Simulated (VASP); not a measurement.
PbSe: single point with PBE

Crystal: PbSe.

```
Pb Se
1.0
     2.16915   -6.17457    0.00000
     2.16915    6.17457    0.00000
     0.00000    0.00000    4.47997
Pb Se
2 2
Direct
  0.36824 0.63176 0.25000
  0.63176 0.36824 0.75000
  0.13871 0.86129 0.25000
  0.86129 0.13871 0.75000
```

* Program: VASP 6.6.1
* Task: single point
* Functional: PBE
* Potentials or basis: VASP PAW PBE potentials, release 64 (Pb_d, Se)
* Cutoff: 520 eV
* k mesh: 7 × 7 × 6
* Occupations: fermi-dirac, width 0.05 eV
* Spin: no spin polarisation
* Dipole correction: no
* Further INCAR settings: ALGO = Normal; EDIFF = 1e-07; NBANDS = 28

```
Pressure               : 0.1 GPa
Largest force          : 0.062 eV/Å
Band gap on the k mesh : 1.03 eV, direct
```

Forces in eV/Å, atoms in the order of the input:
```
Pb   0.000  0.011  0.000
Pb   0.000 -0.011  0.000
Se   0.000  0.062  0.000
Se   0.000 -0.062  0.000
```

Stress tensor (GPa, compression positive):
```
-0.04  0.00  0.00
 0.00  0.29  0.00
 0.00  0.00 -0.02
```

Levels at points of the mesh, in eV from the valence-band top:
| k point | band 16 | band 17 | band 18 | band 19 | band 20 | band 21 | band 22 | band 23 | band 24 | band 25 |
| --- | --- | --- | --- | --- | --- | --- | --- | --- | --- | --- |
| (0.00, 0.00, 0.00) | -2.76 | -2.11 | -1.52 | -1.27 | -0.41 | 4.38 | 4.48 | 4.59 | 5.21 | 5.23 |
| (0.00, 0.00, 0.50) | -2.57 | -0.87 | -0.87 | -0.09 | -0.09 | 1.51 | 1.51 | 2.34 | 2.34 | 4.76 |

Run time: 3.3 min on 1 thread of AMD EPYC 7R13 Processor (Zen 3), on a shared host, peak memory 0.37 GiB.

Caveat: spin-orbit coupling is left out, which moves the levels of the heavy elements. A k mesh can miss the band edges.
